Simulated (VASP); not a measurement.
Write the native input for VASP 6.6.1 that does the following.

```yaml
Task: single point
Functional: PBE
Potentials_or_basis: VASP PAW PBE potentials, release 64 (Pb_d)
Cutoff: 520 eV
k_mesh: 14 × 14 × 14
Occupations: fermi-dirac, width 0.1 eV
Spin: no spin polarisation
Dipole_correction: no
Further_INCAR_settings: ALGO = Normal; EDIFF = 1e-06; NBANDS = 13
```

The structure of Pb lies in POSCAR:

```
Pb
1.0
    0.0000000000      2.3270161102      2.3270161102
    2.3270161102      0.0000000000      2.3270161102
    2.3270161102      2.3270161102      0.0000000000
Pb
1
Direct
    0.0000000000      0.0000000000      0.0000000000
```

The input as run:

INCAR

```
PREC     = Accurate       # precision mode
ENCUT    = 520            # plane-wave cutoff, eV
EDIFF    = 1E-6           # SCF threshold, eV
ISMEAR   = -1             # smearing method
SIGMA    = 0.1            # smearing width, eV
LREAL    = False          # projectors in reciprocal space
LASPH    = True           # aspherical terms in the spheres
NELM     = 60             # most SCF steps
ALGO     = Normal         # electronic algorithm
ISIF     = 2              # what is computed and relaxed
LWAVE    = False          # write WAVECAR
LCHARG   = False          # write CHGCAR
GGA      = PE             # functional
NBANDS   = 13             # bands
```

KPOINTS

```
regular mesh
0
Gamma
  14 14 14
```

Potentials or basis: VASP PAW PBE potentials, release 64 (Pb_d).

The run is started by

```bash
$ cat potpaw_PBE.64/Pb_d/POTCAR > POTCAR
$ mpirun -np 1 vasp_std > vasp.out
```

Results of the run:

The pressure is 16.9 GPa. The band gap on the k mesh is zero (band 7 reaches 18.50 eV, above the bottom of band 8 at 7.63 eV).

Caveat: spin-orbit coupling is left out, which moves the levels of the heavy elements.

Run time: 43 s on 1 thread of AMD EPYC 7R43 64-Core Processor (Zen 3) (shared host), peak memory 0.12 GiB.
